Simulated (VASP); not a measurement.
# Mg (P6/mmm) in VASP: relaxation of shape and atoms at fixed volume with PBE

Aim: the relaxation of shape and atoms at fixed volume of Mg with PBE.

All numbers are computed with VASP 6.6.1; they aren't measurements. Logs are shortened: lines on timing, memory, paths and dates and some standing lists are left out, and cuts for length are marked.

## 1. The cell of the first run

It takes space group P6/mmm (No. 191, hexagonal). The conventional cell has a = 4.103 Å, b = 4.103 Å, c = 2.492 Å, α = 90.00°, β = 90.00°, γ = 120.00°. Within 3.3 Å of Mg (site symmetry 6/mmm) lie 14 Mg at 2.49 to 2.68 Å. Mg (site symmetry -6m2) has 11 Mg at 2.37 to 2.68 Å within 3.1 Å.

## 2. Relaxation of shape and atoms at fixed volume, PBE

The input, INCAR:

```
PREC     = Accurate       # precision mode
ENCUT    = 600            # plane-wave cutoff, eV
EDIFF    = 1E-6           # SCF threshold, eV
ISMEAR   = -1             # smearing method
SIGMA    = 0.08           # smearing width, eV
LREAL    = False          # projectors in reciprocal space
LASPH    = True           # aspherical terms in the spheres
NELM     = 60             # most SCF steps
ALGO     = Normal         # electronic algorithm
ISIF     = 4              # what is computed and relaxed
LWAVE    = False          # write WAVECAR
LCHARG   = False          # write CHGCAR
GGA      = PE             # functional
IBRION   = 2              # ionic algorithm
NSW      = 50             # ionic steps
EDIFFG   = -0.005         # ionic threshold
```

The input, KPOINTS:

```
regular mesh
0
Gamma
  7 7 10
```

The input, POSCAR:

```
Mg
1.0
    4.1032520479      0.0000000000      0.0000000000
   -2.0516260240      3.5535205116      0.0000000000
    0.0000000000      0.0000000000      2.4918032539
Mg
3
Direct
    0.0000000000      0.0000000000      0.0000000000
    0.3333333333      0.6666666667      0.5000000000
    0.6666666667      0.3333333333      0.5000000000
```

Potentials or basis: VASP PAW PBE potentials, release 64 (Mg).

Command:

```bash
$ cat potpaw_PBE.64/Mg/POTCAR > POTCAR
$ mpirun -np 1 vasp_std > vasp.out
```

OUTCAR:

```text
PREC = Accurate
   ENCUT = 600
   EDIFF = 1E-6
   ISMEAR = -1
   LREAL = False
   LASPH = True
   NELM = 60
   ISIF = 4
   GGA = PE
   IBRION = 2
   NSW = 50
   EDIFFG = -0.005

 ion  position               nearest neighbor table
   1  0.000  0.000  0.000-   2 2.68   3 2.68   2 2.68   3 2.68   3 2.68   3 2.68   2 2.68   2 2.68
                             3 2.68   3 2.68   2 2.68   2 2.68
   2  0.333  0.667  0.500-   3 2.37   3 2.37   3 2.37   1 2.68   1 2.68   1 2.68   1 2.68   1 2.68
                             1 2.68   3 3.44   3 3.44   3 3.44   3 3.44   3 3.44   3 3.44
   3  0.667  0.333  0.500-   2 2.37   2 2.37   2 2.37   1 2.68   1 2.68   1 2.68   1 2.68   1 2.68
                             1 2.68   2 3.44   2 3.44   2 3.44   2 3.44   2 3.44   2 3.44

  LATTYP: Found a hexagonal cell.
 ALAT       =     4.1032520479
 C/A-ratio  =     0.6072752112

  Lattice vectors:

 A1 = (   4.1032520479,   0.0000000000,   0.0000000000)
 A2 = (  -2.0516260240,   3.5535205116,   0.0000000000)
 A3 = (   0.0000000000,   0.0000000000,   2.4918032539)

Analysis of symmetry for initial positions (statically):
=====================================================================
 Subroutine PRICEL returns:
 Original cell was already a primitive cell.

 Routine SETGRP: Setting up the symmetry group for a
 hexagonal supercell.

 Subroutine GETGRP returns: Found 24 space group operations
 (whereof 24 operations were pure point group operations)
 out of a pool of 24 trial point group operations.

The static configuration has the point symmetry D_6h.

Analysis of symmetry for dynamics (positions and initial velocities):
=====================================================================
 Subroutine PRICEL returns:
 Original cell was already a primitive cell.

 Routine SETGRP: Setting up the symmetry group for a
 hexagonal supercell.

 Subroutine GETGRP returns: Found 24 space group operations
 (whereof 24 operations were pure point group operations)
 out of a pool of 24 trial point group operations.

The dynamic configuration has the point symmetry D_6h.

 Subroutine INISYM returns: Found 24 space group operations
 (whereof 24 operations are pure point group operations),
 and found     1 'primitive' translations

----------------------------------------------------------------------------------------

                                     Primitive cell

  volume of cell :      36.3330

  direct lattice vectors                    reciprocal lattice vectors
     4.103252048  0.000000000  0.000000000     0.243709133  0.140705534  0.000000000
    -2.051626024  3.553520512  0.000000000     0.000000000  0.281411067  0.000000000
     0.000000000  0.000000000  2.491803254     0.000000000  0.000000000  0.401315793

  length of vectors
     4.103252048  4.103252048  2.491803254     0.281411067  0.281411067  0.401315793

  position of ions in fractional coordinates (direct lattice)
     0.000000000  0.000000000  0.000000000
     0.333333333  0.666666667  0.500000000
     0.666666667  0.333333333  0.500000000

  ion indices of the primitive-cell ions
   primitive index   ion index
                 1           1
                 2           2
                 3           3

----------------------------------------------------------------------------------------

 KPOINTS: regular mesh

Automatic generation of k-mesh.
 Grid dimensions read from file:
 generate k-points for:    7    7   10

 Generating k-lattice:

  Cartesian coordinates                     Fractional coordinates (reciprocal lattice)
     0.034815590  0.020100791  0.000000000     0.142857143  0.000000000  0.000000000
     0.000000000  0.040201581  0.000000000     0.000000000  0.142857143  0.000000000
     0.000000000  0.000000000  0.040131579     0.000000000  0.000000000  0.100000000

  Length of vectors
     0.040201581  0.040201581  0.040131579

  Shift w.r.t. Gamma in fractional coordinates (k-lattice)
     0.000000000  0.000000000  0.000000000

 Subroutine IBZKPT returns following result:
 ===========================================

 Found     48 irreducible k-points:

 Following reciprocal coordinates:
            Coordinates               Weight
  0.000000  0.000000  0.000000      1.000000
  0.142857  0.000000  0.000000      6.000000
  0.285714  0.000000  0.000000      6.000000
  0.428571 -0.000000  0.000000      6.000000
  0.142857  0.142857  0.000000      6.000000
  0.285714  0.142857  0.000000     12.000000
[... 16 lines left out ...]
  0.428571  0.142857  0.200000     12.000000
  0.285714  0.285714  0.200000     12.000000
 [... further k-points ...]
   k-points           NKPTS =     48   k-points in BZ     NKDIM =     48   number of bands    NBANDS=      7
   number of dos      NEDOS =    301   number of ions     NIONS =      3
   total plane-waves  NPLWV =  25920
   dimension x,y,z NGX =    36 NGY =   36 NGZ =   20
   dimension x,y,z NGXF=    72 NGYF=   72 NGZF=   40
   ions per type =               3
   NGX,Y,Z   is equivalent  to a cutoff of  14.59, 14.59, 13.34 a.u.
   NGXF,Y,Z  is equivalent  to a cutoff of  29.17, 29.17, 26.69 a.u.
 SYSTEM =  unknown system
   PREC   = accura    normal or accurate (medium, high low for compatibility)
   ISTART =      0    job   : 0-new  1-cont  2-samecut
   ICHARG =      2    charge: 1-file 2-atom 10-const
   ISPIN  =      1    spin polarized calculation?
   LNONCOLLINEAR =      F non collinear calculations
   LSORBIT =      F    spin-orbit coupling
   LASPH  =      T    aspherical Exc in radial PAW
   ENCUT  =  600.0 eV  44.10 Ry    6.64 a.u.   8.20  8.20  4.98*2*pi/ulx,y,z
   NELM   =     60;   NELMIN=  2; NELMDL= -5     # of ELM steps
   EDIFF  = 0.1E-05   stopping-criterion for ELM
   LREAL  =      F    real-space projection
   EDIFFG = -.5E-02   stopping-criterion for IOM
   NSW    =     50    number of steps for IOM
   IBRION =      2    ionic relax: 0-MD 1-quasi-New 2-CG
   NFREE  =      1    steps in history (QN), initial steepest desc. (CG)
   ISIF   =      4    stress and relaxation
   ISYM   =      2    0-nonsym 1-usesym 2-fastsym
   POTIM  = 0.5000    time-step for ionic-motion
   TEBEG  =    0.0;   TEEND  =   0.0 temperature during run
   PSTRESS=    0.0 pullay stress
   NELECT =       6.0000    total number of electrons
   NUPDOWN=      -1.0000    fix difference up-down
   EMIN   =  10.00;   EMAX   =-10.00  energy-range for DOS
   EFERMI =   0.00;   METHOD = LEGACY
   ISMEAR =    -1;   SIGMA  =   0.08  broadening in eV -4-tet -1-fermi 0-gaus
   EFERMI_NEDOS =   21; number of points for ismear=-14 and -15
   IALGO  =     38    algorithm
   IMIX   =      4    mixing-type and parameters
     AMIX     =   0.40;   BMIX     =  1.00
     AMIX_MAG =   1.60;   BMIX_MAG =  1.00
  volume/ion in A,a.u.               =      12.11        81.73
  Fermi-wavevector in a.u.,A,eV,Ry     =   0.898170  1.697294 10.975936  0.806709
  Thomas-Fermi vector in A             =   2.020845
   LORBIT       =      0    0 simple, 1 ext, 2 COOP (PROOUT), +10 PAW based schemes
   GGA     = PE    functional components
   LHFCALC =     F    Hartree Fock is set to
   AEXX    =    0.0000 exact exchange contribution
   IVDW    =     0    specifies the selected vdW correction
   LEPSILON=     F    determine dielectric tensor
   LRPA    =     F    only Hartree local field effects (RPA)
 conjugate gradient relaxation of ions
 non-spin polarized calculation
  energy-cutoff  :      600.00
  volume of cell :       36.33
 maximum number of plane-waves:      1234
 NGX is ok and might be reduce to    36
   NGX = 17   NGY = 17   NGZ =  9

--------------------------------------- Ionic step        1  -------------------------------------------

 number of electron       6.0000000 magnetization

 Free energy of the ion-electron system (eV)
  ---------------------------------------------------
  ext. energy  EPLUGINS =         0.00000000
  ---------------------------------------------------
  free energy    TOTEN  =         0.50336985 eV

  energy without entropy =        0.51998500  energy(sigma->0) =        0.51167743

------------------------ aborting loop because EDIFF is reached ----------------------------------------

  FORCE on cell =-STRESS in cart. coord.  units (eV):
  Direction    XX          YY          ZZ          XY          YZ          ZX
  --------------------------------------------------------------------------------------
  -------------------------------------------------------------------------------------
  Total       18.6660272     18.6660272     17.2204235     -0.0000000     -0.0000000      0.0000000
  in kB      823.1172579    823.1172579    759.3703594     -0.0000000     -0.0000000      0.0000000
  external PRESSURE =     801.8682918 kB  Pullay stress =       0.0000000 kB
[... 59 lines left out ...]
  energy  without entropy=        0.5122992692  energy(sigma->0) =        0.50359819

--------------------------------------- Ionic step        3  -------------------------------------------

 number of electron       6.0000000 magnetization

 Free energy of the ion-electron system (eV)
  ---------------------------------------------------
  ext. energy  EPLUGINS =         0.00000000
  ---------------------------------------------------
  free energy    TOTEN  =         0.49439486 eV

  energy without entropy =        0.51170609  energy(sigma->0) =        0.50305048

 E-fermi :   7.1102     XC(G=0): -10.7342

 val. band max:        7.0634060257   @ k =   0.2857   0.2857   0.5000
 cond. band min:       7.1210860002   @ k =   0.0000   0.0000   0.1000
 fundamental gap:      0.0576799746
 Fermi energy:         7.1102344734

 k-point     1 :       0.0000    0.0000    0.0000
  band No.  band energies     occupation
      1      -3.0680      2.00000
      2       6.9184      1.83325
      3       6.9184      1.83324
      4       6.9372      1.79373
      5       6.9372      1.79373
      6      10.0403      0.00000
      7      10.7167      0.00000
[... 221 lines left out ...]
 k-point    24 :       0.2857    0.2857    0.2000
  band No.  band energies     occupation
      1       0.7126      2.00000
      2       2.2497      2.00000
      3       2.2712      2.00000
      4      10.8762      0.00000
      5      11.1876      0.00000
      6      13.4385      0.00000
      7      14.5531      0.00000

 [... further k-points ...]

------------------------ aborting loop because EDIFF is reached ----------------------------------------

  FORCE on cell =-STRESS in cart. coord.  units (eV):
  Direction    XX          YY          ZZ          XY          YZ          ZX
  --------------------------------------------------------------------------------------
  -------------------------------------------------------------------------------------
  Total       18.1575151     18.1575151     18.1576367     -0.0000000     -0.0000000      0.0000000
  in kB      800.6933601    800.6933601    800.6987212     -0.0000000     -0.0000000      0.0000000
  external PRESSURE =     800.6951471 kB  Pullay stress =       0.0000000 kB
[... 18 lines left out ...]
  FREE ENERGIE OF THE ION-ELECTRON SYSTEM (eV)
  ---------------------------------------------------
  free  energy   TOTEN  =         0.4943948613 eV

  energy  without entropy=        0.5117060943  energy(sigma->0) =        0.50305048

 reached required accuracy - stopping structural energy minimisation
```

Wall time 21 s (1 thread of Intel Xeon Platinum 8259CL at 2.50GHz (Skylake/Cascade Lake), shared host); peak memory 0.16 GiB.

What came out:

* Free energy: 0.4944 eV
* Energy gained by relaxing: 3.0 meV/atom
* Ionic steps: 3
* Pressure after relaxing: 80.1 GPa
* Band gap on the k mesh: zero (band 3 reaches 11.29 eV, above the bottom of band 4 at 6.11 eV)

The path:
```tsv
step	energy change (eV)	largest force (eV/Å)	pressure (GPa)	volume (Å³)
1	0.0000	0.0000	80.19	36.33
2	-0.0085	0.0000	80.05	36.33
3	-0.0090	0.0000	80.07	36.33
```

Final structure:
```yaml
crystal:
  lattice:
    - [4.12909, 0.00000, 0.00000]
    - [-2.06455, 3.57590, 0.00000]
    - [0.00000, 0.00000, 2.46071]
  atoms:
    - { symbol: Mg, position: [0.00000, 0.00000, 0.00000] }
    - { symbol: Mg, position: [0.33333, 0.66667, 0.50000] }
    - { symbol: Mg, position: [0.66667, 0.33333, 0.50000] }
```

Levels at points of the mesh, in eV from the Fermi level:
```
           k point  band 1  band 2  band 3  band 4  band 5  band 6  band 7
(0.00, 0.00, 0.00)  -10.18   -0.19   -0.19   -0.17   -0.17    2.93    3.61
(0.00, 0.00, 0.50)   -4.40   -4.09    4.18    4.18    4.23    4.23    5.94
```
